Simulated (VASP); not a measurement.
Set up this calculation in VASP 6.6.1, as the native input.

```
Task                   : relaxation of cell and atoms
Functional             : revPBE
Potentials or basis    : VASP PAW PBE potentials, release 64 (Zr_sv, B)
Cutoff                 : 600 eV
k mesh                 : 10 × 10 × 8
Occupations            : fermi-dirac, width 0.05 eV
Spin                   : no spin polarisation
Dipole correction      : no
Further INCAR settings : ALGO = Normal; EDIFF = 1e-06; IBRION = 2; EDIFFG = -0.01; NSW = 60; ISIF = 3
```

The structure of ZrB2 lies in POSCAR:

```
ZrB2
1.0
    3.1700000000      0.0000000000      0.0000000000
   -1.5850000000      2.7453005300      0.0000000000
    0.0000000000      0.0000000000      3.5330000000
Zr B
1 2
Direct
    0.0000000000      0.0000000000      0.0000000000
    0.6666666667      0.3333333333      0.5000000000
    0.3333333333      0.6666666667      0.5000000000
```

These files were run (other wordings do the same):

INCAR

```
SYSTEM = ZrB2
PREC     = Accurate       ! precision mode
ENCUT    = 600            ! plane-wave cutoff, eV
EDIFF    = 1E-6           ! SCF threshold, eV
ISMEAR   = -1             ! smearing method
SIGMA    = 0.05           ! smearing width, eV
LREAL    = .FALSE.        ! projectors in reciprocal space
LASPH    = .TRUE.         ! aspherical terms in the spheres
NELM     = 60             ! most SCF steps
ALGO     = Normal         ! electronic algorithm
ISIF     = 3              ! what is computed and relaxed
LWAVE    = .FALSE.        ! write WAVECAR
LCHARG   = .FALSE.        ! write CHGCAR
GGA      = RE             ! functional
IBRION   = 2              ! ionic algorithm
NSW      = 60             ! ionic steps
EDIFFG   = -0.01          ! ionic threshold
```

KPOINTS

```
Automatic mesh
0
G
  10 10 8
  0 0 0
```

Potentials or basis: VASP PAW PBE potentials, release 64 (Zr_sv, B).

Command:

```console
$ cat potpaw_PBE.64/Zr_sv/POTCAR potpaw_PBE.64/B/POTCAR > POTCAR
$ mpirun -np 1 vasp_std > vasp.out
```

It gave:

```yaml
Relaxed_volume: 10.41 Å³/atom
Relaxed_cell: a = 3.182 Å, b = 3.182 Å, c = 3.559 Å, α = 90.00°, β = 90.00°, γ = 120.00°
Space_group_after_relaxing_to_0.05_Å: P6/mmm (No. 191)
Energy_gained_by_relaxing: 1.8 meV/atom
Ionic_steps: 4
Pressure_after_relaxing: 0.0 GPa
Band_gap_on_the_k_mesh: zero (band 9 reaches 11.02 eV, above the bottom of band 10 at 10.20 eV)
```

Caveat: the PAW data sets were made with another functional, which shifts forces and pressure a little.

Run time: 75 s on 1 thread of Intel Xeon 6975P-C, with other jobs on the host, peak memory 0.19 GiB.
